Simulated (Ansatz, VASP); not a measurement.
# BiRu in VASP and in Ansatz

```xyz
2
Lattice="3.2685 0.0000 0.0000 0.0000 3.2685 0.0000 0.0000 0.0000 4.2841" Properties=species:S:1:pos:R:3 pbc="T T T"
Bi    1.6343    1.6343    2.1421
Ru    0.0000    0.0000    0.0000
```

Alike in both runs: task relaxation of cell and atoms; functional PBE; k mesh 6 × 6 × 4; occupations gaussian, width 0.1 eV; no spin polarisation.

|  | VASP | Ansatz |
| --- | --- | --- |
| version | VASP 6.6.1 | Ansatz 0.2.0 |
| potentials or method | VASP PAW PBE potentials, release 64 (Bi_d, Ru_pv), cutoff 600 eV | scalar-relativistic, plane waves, PAW |
| valence electrons in the cell | 29 | 31 |

|  | VASP | Ansatz | Ansatz less VASP |
| --- | --- | --- | --- |
| gap on the k mesh at the Fermi level, each at its own relaxed structure (eV) | none | none | - |
| relaxed volume (Å³/atom) | 19.63 | 19.62 | -0.010 |
| relaxed length of the cell vector where the two differ most in proportion (Å) | 3.413 | 3.412 | -0.0012 |

A gap of «none» marks a metal or a gap that the smearing closes. VASP's potentials hold 29 valence electrons a cell and Ansatz's 31, so a difference there can come from the potentials and not from the codes.

The k mesh is coarse, so the values compare programs but aren't converged. Spin-orbit coupling is off throughout.
